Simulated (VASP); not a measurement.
# W (Im-3m) in VASP: single point with PBE0

Aim: the single point of W with PBE0.

Everything below comes from runs of VASP 6.6.1. Logs are shortened: lines on timing, memory, paths and dates and some standing lists are left out, and cuts for length are marked.

### 1 The cell of the first run

Symmetry: Im-3m, No. 229, cubic system. Conventional cell: a = 3.126 Å, b = 3.126 Å, c = 3.126 Å, α = 90.00°, β = 90.00°, γ = 90.00°. Within 3.6 Å of W (site symmetry m-3m) lie 14 W at 2.71 to 3.13 Å.

### 2 Single point, PBE0

Input file POSCAR:

```
W
1.0
   -1.5630456403      1.5630456403      1.5630456403
    1.5630456403     -1.5630456403      1.5630456403
    1.5630456403      1.5630456403     -1.5630456403
W
1
Direct
    0.0000000000      0.0000000000      0.0000000000
```

Input file INCAR.step1:

```
SYSTEM = W
  PREC = Accurate
  ENCUT = 520
  EDIFF = 1E-5
  ISMEAR = -1
  SIGMA = 0.5
  LREAL = .False.
  LASPH = .True.
  NELM = 80
  ALGO = Normal
  ISIF = 2
  LWAVE = .True.
  LCHARG = .False.
  GGA = PE
  NBANDS = 13
```

Input file INCAR.step2:

```
SYSTEM = W
  PREC = Accurate
  ENCUT = 520
  EDIFF = 1E-7
  ISMEAR = -1
  SIGMA = 0.5
  LREAL = .False.
  LASPH = .True.
  NELM = 80
  ALGO = Normal
  ISIF = 2
  LWAVE = .False.
  LCHARG = .False.
  GGA = PE
  LHFCALC = .True.
  AEXX = 0.25
  PRECFOCK = Normal
  ISTART = 1
  NBANDS = 13
```

Input file KPOINTS:

```
Automatic mesh
0
Gamma
  2 2 2
  0 0 0
```

Potentials or basis: VASP PAW PBE potentials, release 64 (W_sv).

Run with:

```bash
$ cat potpaw_PBE.64/W_sv/POTCAR > POTCAR
$ cp INCAR.step1 INCAR
$ mpirun -np 1 vasp_std > vasp.out
$ cp INCAR.step2 INCAR
$ mpirun -np 1 vasp_std > vasp.out
```

OUTCAR:

```text
SYSTEM = W
   PREC = Accurate
   ENCUT = 520
   EDIFF = 1E-7
   ISMEAR = -1
   LREAL = .False.
   LASPH = .True.
   NELM = 80
   ISIF = 2
   GGA = PE
   LHFCALC = .True.
   AEXX = 0.25
   PRECFOCK = Normal
   ISTART = 1

 ion  position               nearest neighbor table
   1  0.000  0.000  0.000-

  LATTYP: Found a body centered cubic cell.
 ALAT       =     3.1260912806

  Lattice vectors:

 A1 = (  -1.5630456403,   1.5630456403,   1.5630456403)
 A2 = (   1.5630456403,  -1.5630456403,   1.5630456403)
 A3 = (   1.5630456403,   1.5630456403,  -1.5630456403)

Analysis of symmetry for initial positions (statically):
=====================================================================
 Subroutine PRICEL returns:
 Original cell was already a primitive cell.

 Routine SETGRP: Setting up the symmetry group for a
 body centered cubic supercell.

 Subroutine GETGRP returns: Found 48 space group operations
 (whereof 48 operations were pure point group operations)
 out of a pool of 48 trial point group operations.

The static configuration has the point symmetry O_h .

Analysis of symmetry for dynamics (positions and initial velocities):
=====================================================================
 Subroutine PRICEL returns:
 Original cell was already a primitive cell.

 Routine SETGRP: Setting up the symmetry group for a
 body centered cubic supercell.

 Subroutine GETGRP returns: Found 48 space group operations
 (whereof 48 operations were pure point group operations)
 out of a pool of 48 trial point group operations.

The dynamic configuration has the point symmetry O_h .

 Subroutine INISYM returns: Found 48 space group operations
 (whereof 48 operations are pure point group operations),
 and found     1 'primitive' translations

----------------------------------------------------------------------------------------

                                     Primitive cell

  volume of cell :      15.2748

  direct lattice vectors                    reciprocal lattice vectors
    -1.563045640  1.563045640  1.563045640     0.000000000  0.319888292  0.319888292
     1.563045640 -1.563045640  1.563045640     0.319888292  0.000000000  0.319888292
     1.563045640  1.563045640 -1.563045640     0.319888292  0.319888292  0.000000000

  length of vectors
[... 70 lines left out ...]
   NUPDOWN=      -1.0000    fix difference up-down
   EMIN   =  10.00;   EMAX   =-10.00  energy-range for DOS
   EFERMI =   0.00;   METHOD = LEGACY
   ISMEAR =    -1;   SIGMA  =   0.50  broadening in eV -4-tet -1-fermi 0-gaus
   EFERMI_NEDOS =   21; number of points for ismear=-14 and -15
   IALGO  =     38    algorithm
   IMIX   =      1    mixing-type and parameters
     AMIX     =   0.40;   BMIX     =  1.00
     AMIX_MAG =   1.60;   BMIX_MAG =  1.00
  volume/ion in A,a.u.               =      15.27       103.08
  Fermi-wavevector in a.u.,A,eV,Ry     =   1.590227  3.005094 34.406721  2.528823
  Thomas-Fermi vector in A             =   2.688955
   LORBIT       =      0    0 simple, 1 ext, 2 COOP (PROOUT), +10 PAW based schemes
   GGA     = PE    functional components
   LHFCALC =     T    Hartree Fock is set to
   PRECFOCK=normal    Normal, Fast or Accurate (Low or Medium for compatibility)
   ENCUT4O =  -1.0   cutoff for four orbital integrals eV
   NKREDX  =     1    reduce k-point grid by
   NKREDY  =     1    reduce k-point grid by
   NKREDZ  =     1    reduce k-point grid by
   AEXX    =    0.2500 exact exchange contribution
   HFSCREEN=    0.0000 screening length (either q_TF or 0.3 A-1)
   HFSCREENC=   0.0000 screening length for correlation (either q_TF or 0.3 A-1)
   ENCUTFOCK=  -1.0 apply spherical cutoff to Coloumb kernel
   IVDW    =     0    specifies the selected vdW correction
   LEPSILON=     F    determine dielectric tensor
   LRPA    =     F    only Hartree local field effects (RPA)
 non-spin polarized calculation
  energy-cutoff  :      520.00
  volume of cell :       15.27
 maximum number of plane-waves:       420
 NGX is ok and might be reduce to    20
  NGX = 16; NGY = 16; NGZ = 16

 number of electron      14.0000003 magnetization

 Free energy of the ion-electron system (eV)
  ---------------------------------------------------
  ext. energy  EPLUGINS =         0.00000000
  ---------------------------------------------------
  free energy    TOTEN  =       -16.62722764 eV

  energy without entropy =      -16.43140393  energy(sigma->0) =      -16.52931579

 E-fermi :  13.2426     XC(G=0): -10.8991

 val. band max:       11.4420109049   @ k =   0.5000   0.0000   0.0000
 cond. band min:      15.1735722254   @ k =   0.5000   0.0000   0.0000
 fundamental gap:      3.7315613205
 Fermi energy:        13.2426033726

 k-point     1 :       0.0000    0.0000    0.0000
  band No.  band energies     occupation
      1     -67.4112      2.00000
      2     -29.2599      2.00000
      3     -29.2599      2.00000
      4     -29.2599      2.00000
      5       0.1458      2.00000
      6       9.2430      1.99933
      7       9.2430      1.99933
      8       9.2430      1.99933
      9      15.4152      0.02561
     10      15.4152      0.02561
     11      27.9666      0.00000
     12      27.9666      0.00000
     13      27.9666      0.00000
[... 18 lines left out ...]
  band No.  band energies     occupation
      1     -67.0824      2.00000
      2     -30.3950      2.00000
      3     -30.3950      2.00000
      4     -30.3950      2.00000
      5       4.4905      2.00000
      6       4.4905      2.00000
      7      18.2487      0.00009
      8      18.2487      0.00009
      9      18.2487      0.00009
     10      21.4952      0.00000
     11      21.4952      0.00000
     12      21.4952      0.00000
     13      30.5340      0.00000

------------------------ aborting loop because EDIFF is reached ----------------------------------------

  FORCE on cell =-STRESS in cart. coord.  units (eV):
  Direction    XX          YY          ZZ          XY          YZ          ZX
  --------------------------------------------------------------------------------------
  -------------------------------------------------------------------------------------
  Total        2.2391151      2.2391151      2.2391151      0.0000000      0.0000000      0.0000000
  in kB      234.8616066    234.8616066    234.8616066      0.0000000      0.0000000      0.0000000
  external PRESSURE =     234.8616066 kB  Pullay stress =       0.0000000 kB

 VOLUME and BASIS-vectors are now :
 -----------------------------------------------------------------------------
  energy-cutoff  :      520.00
  volume of cell :       15.27
      direct lattice vectors                 reciprocal lattice vectors
    -1.563045640  1.563045640  1.563045640     0.000000000  0.319888292  0.319888292
     1.563045640 -1.563045640  1.563045640     0.319888292  0.000000000  0.319888292
     1.563045640  1.563045640 -1.563045640     0.319888292  0.319888292  0.000000000

 POSITION                                       TOTAL-FORCE (eV/Angst)
 -----------------------------------------------------------------------------------
      0.00000      0.00000      0.00000        -0.000000     -0.000000      0.000000
 -----------------------------------------------------------------------------------
    total drift:                               -0.000000     -0.000000     -0.000000

  FREE ENERGIE OF THE ION-ELECTRON SYSTEM (eV)
  ---------------------------------------------------
  free  energy   TOTEN  =       -16.6272276441 eV

  energy  without entropy=      -16.4314039272  energy(sigma->0) =      -16.52931579
```

OUTCAR.step1:

```text
SYSTEM = W
   PREC = Accurate
   ENCUT = 520
   EDIFF = 1E-5
   ISMEAR = -1
   LREAL = .False.
[... 240 lines left out ...]

 POSITION                                       TOTAL-FORCE (eV/Angst)
 -----------------------------------------------------------------------------------
      0.00000      0.00000      0.00000         0.000000      0.000000     -0.000000
 -----------------------------------------------------------------------------------
    total drift:                                0.000000     -0.000000     -0.000000

  FREE ENERGIE OF THE ION-ELECTRON SYSTEM (eV)
  ---------------------------------------------------
  free  energy   TOTEN  =       -12.5822307868 eV

  energy  without entropy=      -11.6393099751  energy(sigma->0) =      -12.11077038
```

OSZICAR.step1:

```text
N       E                     dE             d eps       ncg     rms          rms(c)
DAV:   1     0.836812874202E+02    0.83681E+02   -0.69634E+03    78   0.117E+03
DAV:   2    -0.115420770302E+02   -0.95223E+02   -0.91377E+02    98   0.328E+02
DAV:   3    -0.132650716856E+02   -0.17230E+01   -0.17078E+01    83   0.416E+01
DAV:   4    -0.132745872555E+02   -0.95156E-02   -0.95132E-02    78   0.316E+00
DAV:   5    -0.132746519284E+02   -0.64673E-04   -0.64673E-04    78   0.261E-01    0.270E+01
DAV:   6    -0.127248342450E+02    0.54982E+00   -0.47976E-01    78   0.912E+00    0.117E+01
DAV:   7    -0.125862449750E+02    0.13859E+00   -0.27627E-01    78   0.653E+00    0.468E-01
DAV:   8    -0.125825057032E+02    0.37393E-02   -0.71544E-03    78   0.108E+00    0.347E-01
DAV:   9    -0.125822310781E+02    0.27463E-03   -0.29945E-04    78   0.221E-01    0.282E-02
DAV:  10    -0.125822307868E+02    0.29129E-06   -0.86906E-06    44   0.426E-02
   1 F= -.12582231E+02 E0= -.12110770E+02  d E =-.942921E+00
```

Wall time 10 s (1 thread of Intel Xeon Platinum 8488C (Sapphire Rapids), shared host); peak memory 0.13 GiB.

Results:

- Free energy: -16.6272 eV
- Pressure: 23.5 GPa
- Band gap on the k mesh: zero (band 7 reaches 18.25 eV, above the bottom of band 8 at 9.24 eV)

Caveat: the k points lie up to 1.42 Å⁻¹ apart; the PAW data sets were made with another functional, which shifts forces and pressure a little; spin-orbit coupling is left out, which moves the levels of the heavy elements.
